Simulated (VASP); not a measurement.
O, 4 atoms in the cell. The typed cell holds 4 atoms: a = 4.043 Å, b = 4.026 Å, c = 2.988 Å, α = 90.00°, β = 111.60°, γ = 90.00°. 

```yaml
Program: VASP 6.6.1
Task: single point
Functional: r2SCAN
Potentials_or_basis: VASP PAW PBE potentials, release 64 (O)
Cutoff: 520 eV
k_mesh: 8 × 6 × 10
Occupations: gaussian, width 0.01 eV
Spin: no spin polarisation
Dipole_correction: no
Further_INCAR_settings: ALGO = Normal; EDIFF = 1e-07; NBANDS = 20
```

Potentials or basis: VASP PAW PBE potentials, release 64 (O).

The run is started by

```console
$ cat potpaw_PBE.64/O/POTCAR > POTCAR
$ cp INCAR.step1 INCAR
$ mpirun -np 1 vasp_std > vasp.out
$ cp INCAR.step2 INCAR
$ mpirun -np 1 vasp_std > vasp.out
```

Hardware: 1 thread of Oxide Virtual Turin-like Processor, on a shared host.

How long does it take, and how much memory?

Wall time 12 min on 1 thread of Oxide Virtual Turin-like Processor, with other jobs on the host, peak memory 0.19 GiB. Counts: k points 168.
